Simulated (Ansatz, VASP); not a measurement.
Two plane-wave programs on GaN

The input POSCAR:

```
GaN
1.0
    0.0224895254      2.2714420690      2.2714420690
    2.2714420690      0.0224895254      2.2714420690
    2.2714420690      2.2714420690      0.0224895254
Ga N
1 1
Direct
    0.0006617303      0.0006617303      0.0006617303
    0.2493382697      0.2493382697      0.2493382697
```

Contents of INCAR.step1:

```
SYSTEM = GaN
PREC = Accurate ; ENCUT = 910
ISMEAR = 0 ; SIGMA = 0.01
LREAL = .FALSE. ; LASPH = .TRUE.
NELM = 120 ; NBANDS = 16
GGA = PE ; ALGO = Normal
EDIFF = 1E-5 ; LWAVE = .TRUE.
LCHARG = .FALSE. ; GGA_COMPAT = .FALSE.
```

File INCAR.step2:

```
SYSTEM = GaN
PREC = Accurate ; ENCUT = 910
EDIFF = 1E-6 ; ISMEAR = 0
SIGMA = 0.01 ; LREAL = .FALSE.
LASPH = .TRUE. ; NELM = 120
ALGO = Normal ; ISIF = 2
LWAVE = .FALSE. ; LCHARG = .FALSE.
METAGGA = R2SCAN ; LMIXTAU = .TRUE.
NBANDS = 16 ; ISTART = 1
GGA_COMPAT = .FALSE.
```

KPOINTS

```
Automatic mesh
0
G
  10 10 10
  0 0 0
```

Input for Ansatz:

```yaml
crystal:
  lattice:
    - [0.0224895254, 2.271442069, 2.271442069]
    - [2.271442069, 0.0224895254, 2.271442069]
    - [2.271442069, 2.271442069, 0.0224895254]
  atoms:
    - { symbol: Ga, position: [0.0006617303, 0.0006617303, 0.0006617303] }
    - { symbol: "N", position: [0.2493382697, 0.2493382697, 0.2493382697] }
kpoints:
  mp_grid: { grid: [10, 10, 10] }
  band_path:
    path:
      - [0.0, 0.0, 0.0]
      - [-0.5, -0.5, 0.0]
      - [-0.375, -0.375, 0.25]
      - [-0.375, 0.0, 0.375]
      - [0.0, 0.0, 0.5]
      - [-0.5, -0.25, 0.25]
    npoints: 1
hamiltonian:
  xc: r2scan
scf:
  occupations: { method: fixed }
  n_extra_bands: 4
output:
  forces: true
  stress: true
  eigenvalues: true
```

Change from the starting cell: shear_111 strain +1.5%.

Alike in both runs: task single point; functional r2SCAN; k mesh 10 × 10 × 10; no spin polarisation.

```csv
,VASP,Ansatz
version,VASP 6.6.1,Ansatz 0.2.0
potentials or method,"VASP PAW PBE potentials, release 64 (Ga_d, N_h)","plane waves, PAW"
plane-wave cutoff (eV),910,500
occupations,"gaussian, width 0.01 eV",fixed
valence electrons in the cell,18,18
```

|  | VASP | Ansatz | Ansatz less VASP |
| --- | --- | --- | --- |
| gap on the k mesh at the Fermi level (eV) | 2.02 | 2.03 | +0.011 |

VASP's potentials were made for PBE, not for r2SCAN.

Noted on VASP's run: the cutoff is short for stress, so the pressure is rough.
